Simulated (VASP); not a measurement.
A run of VASP 6.6.1:

The input INCAR:

```
SYSTEM = Ni
PREC     = Accurate       ! precision mode
ENCUT    = 520            ! plane-wave cutoff, eV
EDIFF    = 1E-8           ! SCF threshold, eV
ISMEAR   = -1             ! smearing method
SIGMA    = 0.05           ! smearing width, eV
LREAL    = .False.        ! projectors in reciprocal space
LASPH    = .True.         ! aspherical terms in the spheres
NELM     = 150            ! most SCF steps
ALGO     = Normal         ! electronic algorithm
ISIF     = 2              ! what is computed and relaxed
LWAVE    = .False.        ! write WAVECAR
LCHARG   = .False.        ! write CHGCAR
ISPIN    = 2              ! spin polarisation
MAGMOM   = 1.5            ! initial moments
LORBIT   = 11             ! projections on sites
LMAXMIX  = 4              ! l up to which the mixer works
GGA      = CA             ! functional
LEFG     = .True.       
NBANDS   = 15             ! bands
```

Contents of KPOINTS:

```
regular mesh
0
Gamma
  20 20 20
  0 0 0
```

The input POSCAR:

```
Ni
1.0
    0.0000000000      1.7679500000      1.7856295000
    1.7679500000      0.0000000000      1.7856295000
    1.7679500000      1.7679500000      0.0000000000
Ni
1
Direct
    0.0000000000      0.0000000000      0.0000000000
```

Potentials or basis: VASP PAW LDA potentials, release 64 (Ni).

Command:

```sh
$ cat potpaw_LDA.64/Ni/POTCAR > POTCAR
$ mpirun -np 1 vasp_std > vasp.out
```

Hardware: 1 thread of Oxide Virtual Turin-like Processor (shared host).

Question: How long does it take, and how much memory?

Answer: It took 2.6 min on 1 thread of Oxide Virtual Turin-like Processor, on a shared host, peak memory 0.22 GiB. Counts: scf iterations 15, k points 641.
